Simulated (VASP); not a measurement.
# Ni (P6_3/mmc) in VASP: a series of runs

The runs below take Ni through single point, with LDA.

All numbers are computed with VASP 6.6.1; they aren't measurements. Logs are shortened: lines on timing, memory, paths and dates and some standing lists are left out, and cuts for length are marked.

## 1. The cell of the first run

Symmetry: P6_3/mmc, No. 194, hexagonal system. The conventional cell has a = 2.418 Å, b = 2.418 Å, c = 7.929 Å, α = 90.00°, β = 90.00°, γ = 120.00°. Within 3.2 Å of Ni (site symmetry -3m) lie 12 Ni at 2.42 Å. Ni (site symmetry -6m2) has 12 Ni at 2.42 Å within 3.2 Å.

This isn't the form of Ni at room conditions, which is fcc.

## 2. Single point, LDA, collinear spin, ferromagnetic start

Input file INCAR:

```
PREC = Accurate ; ENCUT = 520
EDIFF = 1E-6 ; ISMEAR = -1
SIGMA = 0.05 ; LREAL = False
LASPH = True ; NELM = 150
ALGO = Normal ; ISIF = 2
LWAVE = False ; LCHARG = False
ISPIN = 2 ; MAGMOM = 0.8 0.8 0.8 0.8
LORBIT = 11 ; LMAXMIX = 4
GGA = CA ; NBANDS = 32
```

Input file KPOINTS:

```
Automatic mesh
0
Gamma
  14 14 4
```

Input file POSCAR:

```
Ni
1.0
    2.4182825938      0.0000000000      0.0000000000
   -1.2091412969      2.0942941597      0.0000000000
    0.0000000000      0.0000000000      7.9286175364
Ni
4
Direct
    1.0000000000      1.0000000000      0.0000000000
    1.0000000000      1.0000000000      0.5000000000
    0.3333333333      0.6666666667      0.2500000000
    0.6666666667      0.3333333333      0.7500000000
```

Potentials or basis: VASP PAW LDA potentials, release 64 (Ni).

On the command line:

```
cat potpaw_LDA.64/Ni/POTCAR > POTCAR
mpirun -np 1 vasp_std > vasp.out
```

OUTCAR:

```text
PREC = Accurate
   ENCUT = 520
   EDIFF = 1E-6
   ISMEAR = -1
   LREAL = False
   LASPH = True
   NELM = 150
   ISIF = 2
   ISPIN = 2
   LORBIT = 11
   GGA = CA

 ion  position               nearest neighbor table
   1  0.000  0.000  0.000-   3 2.42   4 2.42   3 2.42   4 2.42   4 2.42   3 2.42
   2  0.000  0.000  0.500-   3 2.42   4 2.42   3 2.42   4 2.42   4 2.42   3 2.42
   3  0.333  0.667  0.250-   1 2.42   2 2.42   1 2.42   2 2.42   1 2.42   2 2.42
   4  0.667  0.333  0.750-   1 2.42   2 2.42   1 2.42   2 2.42   1 2.42   2 2.42

  LATTYP: Found a hexagonal cell.
 ALAT       =     2.4182825938
 C/A-ratio  =     3.2786149794

  Lattice vectors:

 A1 = (   2.4182825938,   0.0000000000,   0.0000000000)
 A2 = (  -1.2091412969,   2.0942941597,   0.0000000000)
 A3 = (   0.0000000000,   0.0000000000,   7.9286175364)

Analysis of symmetry for initial positions (statically):
=====================================================================
 Subroutine PRICEL returns:
 Original cell was already a primitive cell.

 Routine SETGRP: Setting up the symmetry group for a
 hexagonal supercell.

 Subroutine GETGRP returns: Found 24 space group operations
 (whereof 12 operations were pure point group operations)
 out of a pool of 24 trial point group operations.

The static configuration has the point symmetry D_3d.
 The point group associated with its full space group is D_6h.

Analysis of symmetry for dynamics (positions and initial velocities):
=====================================================================
 Subroutine PRICEL returns:
 Original cell was already a primitive cell.

 Routine SETGRP: Setting up the symmetry group for a
 hexagonal supercell.

 Subroutine GETGRP returns: Found 24 space group operations
 (whereof 12 operations were pure point group operations)
 out of a pool of 24 trial point group operations.

The dynamic configuration has the point symmetry D_3d.
 The point group associated with its full space group is D_6h.

Analysis of structural, dynamic, and magnetic symmetry:
=====================================================================
 Subroutine PRICEL returns:
 Original cell was already a primitive cell.

 Routine SETGRP: Setting up the symmetry group for a
 hexagonal supercell.

 Subroutine GETGRP returns: Found 24 space group operations
 (whereof 12 operations were pure point group operations)
 out of a pool of 24 trial point group operations.

The overall configuration has the point symmetry D_3d.
 The point group associated with its full space group is D_6h.

 Subroutine INISYM returns: Found 24 space group operations
 (whereof 12 operations are pure point group operations),
 and found     1 'primitive' translations

----------------------------------------------------------------------------------------

                                     Primitive cell

  volume of cell :      40.1552

  direct lattice vectors                    reciprocal lattice vectors
     2.418282594  0.000000000  0.000000000     0.413516602  0.238743921  0.000000000
    -1.209141297  2.094294160  0.000000000     0.000000000  0.477487843  0.000000000
     0.000000000  0.000000000  7.928617536     0.000000000  0.000000000  0.126125393

  length of vectors
     2.418282594  2.418282594  7.928617536     0.477487843  0.477487843  0.126125393

  position of ions in fractional coordinates (direct lattice)
     0.000000000  0.000000000  0.000000000
     0.000000000  0.000000000  0.500000000
     0.333333333  0.666666667  0.250000000
     0.666666667  0.333333333  0.750000000

  ion indices of the primitive-cell ions
   primitive index   ion index
                 1           1
                 2           2
                 3           3
                 4           4

----------------------------------------------------------------------------------------

 KPOINTS: Automatic mesh

Automatic generation of k-mesh.
 Grid dimensions read from file:
 generate k-points for:   14   14    4

 Generating k-lattice:

  Cartesian coordinates                     Fractional coordinates (reciprocal lattice)
     0.029536900  0.017053137  0.000000000     0.071428571  0.000000000  0.000000000
     0.000000000  0.034106274  0.000000000     0.000000000  0.071428571  0.000000000
     0.000000000  0.000000000  0.031531348     0.000000000  0.000000000  0.250000000

  Length of vectors
     0.034106274  0.034106274  0.031531348

  Shift w.r.t. Gamma in fractional coordinates (k-lattice)
     0.000000000  0.000000000  0.000000000

 Subroutine IBZKPT returns following result:
 ===========================================

 Found     72 irreducible k-points:

 Following reciprocal coordinates:
            Coordinates               Weight
  0.000000  0.000000  0.000000      1.000000
  0.071429  0.000000  0.000000      6.000000
  0.142857  0.000000  0.000000      6.000000
  0.214286 -0.000000  0.000000      6.000000
  0.285714  0.000000  0.000000      6.000000
  0.357143 -0.000000  0.000000      6.000000
[... 16 lines left out ...]
  0.285714  0.285714  0.000000      6.000000
  0.357143  0.285714  0.000000      6.000000
 [... further k-points ...]
   k-points           NKPTS =     72   k-points in BZ     NKDIM =     72   number of bands    NBANDS=     32
   number of dos      NEDOS =    301   number of ions     NIONS =      4
   total plane-waves  NPLWV =  19440
   dimension x,y,z NGX =    18 NGY =   18 NGZ =   60
   dimension x,y,z NGXF=    36 NGYF=   36 NGZF=  120
   ions per type =               4
   NGX,Y,Z   is equivalent  to a cutoff of  12.37, 12.37, 12.58 a.u.
   NGXF,Y,Z  is equivalent  to a cutoff of  24.75, 24.75, 25.16 a.u.
 SYSTEM =  unknown system
   PREC   = accura    normal or accurate (medium, high low for compatibility)
   ISTART =      0    job   : 0-new  1-cont  2-samecut
   ICHARG =      2    charge: 1-file 2-atom 10-const
   ISPIN  =      2    spin polarized calculation?
   LNONCOLLINEAR =      F non collinear calculations
   LSORBIT =      F    spin-orbit coupling
   LASPH  =      T    aspherical Exc in radial PAW
   ENCUT  =  520.0 eV  38.22 Ry    6.18 a.u.   4.50  4.50 14.74*2*pi/ulx,y,z
   NELM   =    150;   NELMIN=  2; NELMDL= -5     # of ELM steps
   EDIFF  = 0.1E-05   stopping-criterion for ELM
   LREAL  =      F    real-space projection
   EDIFFG = 0.1E-04   stopping-criterion for IOM
   NSW    =      0    number of steps for IOM
   IBRION =     -1    ionic relax: 0-MD 1-quasi-New 2-CG
   NFREE  =      0    steps in history (QN), initial steepest desc. (CG)
   ISIF   =      2    stress and relaxation
   ISYM   =      2    0-nonsym 1-usesym 2-fastsym
   POTIM  = 0.5000    time-step for ionic-motion
   TEBEG  =    0.0;   TEEND  =   0.0 temperature during run
   PSTRESS=    0.0 pullay stress
   NELECT =      40.0000    total number of electrons
   NUPDOWN=      -1.0000    fix difference up-down
   EMIN   =  10.00;   EMAX   =-10.00  energy-range for DOS
   EFERMI =   0.00;   METHOD = LEGACY
   ISMEAR =    -1;   SIGMA  =   0.05  broadening in eV -4-tet -1-fermi 0-gaus
   EFERMI_NEDOS =   21; number of points for ismear=-14 and -15
   IALGO  =     38    algorithm
   IMIX   =      4    mixing-type and parameters
     AMIX     =   0.40;   BMIX     =  1.00
     AMIX_MAG =   1.60;   BMIX_MAG =  1.00
  volume/ion in A,a.u.               =      10.04        67.75
  Fermi-wavevector in a.u.,A,eV,Ry     =   1.634986  3.089676 36.370821  2.673180
  Thomas-Fermi vector in A             =   2.726534
   LORBIT       =     11    0 simple, 1 ext, 2 COOP (PROOUT), +10 PAW based schemes
   GGA     = CA    functional components
   LHFCALC =     F    Hartree Fock is set to
   AEXX    =    0.0000 exact exchange contribution
   IVDW    =     0    specifies the selected vdW correction
   LEPSILON=     F    determine dielectric tensor
   LRPA    =     F    only Hartree local field effects (RPA)
 spin polarized calculation
  energy-cutoff  :      520.00
  volume of cell :       40.16
 maximum number of plane-waves:      1110
 NGX is ok and might be reduce to    18
   NGX =  9   NGY =  9   NGZ = 29

 number of electron      39.9999945 magnetization       2.1815379

 Free energy of the ion-electron system (eV)
  ---------------------------------------------------
  ext. energy  EPLUGINS =         0.00000000
  ---------------------------------------------------
  free energy    TOTEN  =       -26.29853878 eV

  energy without entropy =      -26.23969588  energy(sigma->0) =      -26.26911733

 E-fermi :  10.2289     XC(G=0): -14.0948

 val. band max:       10.2266790798   @ k =   0.2143   0.1429   0.5000
 cond. band min:      10.2292565252   @ k =   0.2143   0.1429   0.0000
 fundamental gap:      0.0025774454
 Fermi energy:        10.2289408362

 spin component 1

 k-point     1 :       0.0000    0.0000    0.0000
  band No.  band energies     occupation
      1       0.6701      1.00000
      2       3.0060      1.00000
      3       3.0105      1.00000
      4       4.9922      1.00000
      5       7.2991      1.00000
      6       7.3471      1.00000
[... 24 lines left out ...]
     31      36.1469      0.00000
     32      36.1469      0.00000
[... 774 lines left out ...]
      2       6.1355      1.00000
      3       6.3170      1.00000
      4       6.3839      1.00000
      5       6.4943      1.00000
      6       6.4949      1.00000
[... 24 lines left out ...]
     31      24.1317      0.00000
     32      24.2970      0.00000

 [... further k-points ...]

 spin component 2

 k-point     1 :       0.0000    0.0000    0.0000
  band No.  band energies     occupation
      1       0.7101      1.00000
      2       3.0701      1.00000
      3       3.0707      1.00000
      4       5.3293      1.00000
      5       7.7923      1.00000
      6       7.8107      1.00000
[... 24 lines left out ...]
     31      36.2656      0.00000
     32      36.2656      0.00000
[... 774 lines left out ...]
      2       6.5338      1.00000
      3       6.7218      1.00000
      4       6.7714      1.00000
      5       6.8316      1.00000
      6       6.8654      1.00000
[... 24 lines left out ...]
     31      24.2677      0.00000
     32      24.4664      0.00000

 [... further k-points ...]
[... 5 lines left out ...]
  --------------------------------------------------------------------------------------
  -------------------------------------------------------------------------------------
  Total       -0.0603227     -0.0603227     -0.0342325     -0.0000000     -0.0000000     -0.0000000
  in kB       -2.4068494     -2.4068494     -1.3658628     -0.0000000     -0.0000000     -0.0000000
  external PRESSURE =      -2.0598539 kB  Pullay stress =       0.0000000 kB

 VOLUME and BASIS-vectors are now :
 -----------------------------------------------------------------------------
  energy-cutoff  :      520.00
  volume of cell :       40.16
      direct lattice vectors                 reciprocal lattice vectors
     2.418282594  0.000000000  0.000000000     0.413516602  0.238743921  0.000000000
    -1.209141297  2.094294160  0.000000000     0.000000000  0.477487843  0.000000000
     0.000000000  0.000000000  7.928617536     0.000000000  0.000000000  0.126125393

 POSITION                                       TOTAL-FORCE (eV/Angst)
 -----------------------------------------------------------------------------------
      0.00000      0.00000      0.00000        -0.000000      0.000000     -0.000000
      0.00000      0.00000      3.96431        -0.000000      0.000000     -0.000000
     -0.00000      1.39620      1.98215        -0.000000      0.000000      0.000000
      1.20914      0.69810      5.94646         0.000000     -0.000000      0.000000
 -----------------------------------------------------------------------------------
    total drift:                                0.000000     -0.000000      0.000000

  FREE ENERGIE OF THE ION-ELECTRON SYSTEM (eV)
  ---------------------------------------------------
  free  energy   TOTEN  =       -26.2985387797 eV

  energy  without entropy=      -26.2396958842  energy(sigma->0) =      -26.26911733

 total charge

# of ion       s       p       d       tot
------------------------------------------
    1        0.534   0.569   8.372   9.475
    2        0.534   0.569   8.372   9.475
    3        0.533   0.571   8.370   9.475
    4        0.533   0.571   8.370   9.475
--------------------------------------------------
tot          2.133   2.281  33.485  37.900

 magnetization (x)

# of ion       s       p       d       tot
------------------------------------------
    1       -0.005  -0.019   0.562   0.538
    2       -0.005  -0.019   0.562   0.538
    3       -0.005  -0.019   0.577   0.553
    4       -0.005  -0.019   0.577   0.553
--------------------------------------------------
tot         -0.021  -0.076   2.279   2.182
```

Run time: 3.4 min. Hardware: 1 thread of Oxide Virtual Turin-like, shared host; peak memory 0.19 GiB.

Results:

```
Free energy                                           : -26.2985 eV
Pressure                                              : -0.2 GPa
Net moment                                            : 2.18 μB per cell
Site moments                                          : Ni +0.54, +0.55 (each value once) μB
Valence electrons inside the program's atomic spheres : Ni 9.47
```

Stress tensor (GPa, compression positive):
```
-0.24  0.00  0.00
 0.00 -0.24  0.00
 0.00  0.00 -0.14
```

Levels at points of the mesh, in eV from the Fermi level:
Spin up:
| k point | band 19 | band 20 | band 21 | band 22 | band 23 | band 24 |
| --- | --- | --- | --- | --- | --- | --- |
| (0.00, 0.00, 0.00) | -1.16 | -0.90 | -0.90 | -0.51 | -0.51 | -0.45 |
| (0.50, 0.00, 0.00) | -0.32 | -0.32 | 0.18 | 1.32 | 2.56 | 3.14 |
| (0.00, 0.00, 0.50) | -1.31 | -1.31 | -0.68 | -0.68 | -0.68 | -0.68 |
| (0.50, 0.00, 0.50) | -0.34 | -0.34 | 1.31 | 1.31 | 2.84 | 2.84 |
Spin down:
| k point | band 14 | band 15 | band 16 | band 17 | band 18 | band 19 | band 20 | band 21 | band 22 | band 23 |
| --- | --- | --- | --- | --- | --- | --- | --- | --- | --- | --- |
| (0.00, 0.00, 0.00) | -1.69 | -1.69 | -0.95 | -0.95 | -0.60 | -0.60 | -0.42 | -0.34 | -0.34 | 0.08 |
| (0.50, 0.00, 0.00) | 0.12 | 0.15 | 0.17 | 0.21 | 0.29 | 0.29 | 0.31 | 0.32 | 1.40 | 2.88 |
| (0.00, 0.00, 0.50) | -1.82 | -1.81 | -1.81 | -0.78 | -0.78 | -0.78 | -0.78 | -0.10 | -0.10 | -0.10 |
| (0.50, 0.00, 0.50) | -0.97 | -0.21 | -0.21 | 0.16 | 0.16 | 0.28 | 0.28 | 1.65 | 1.65 | 3.08 |

(Part 1 of 2 ends here.)
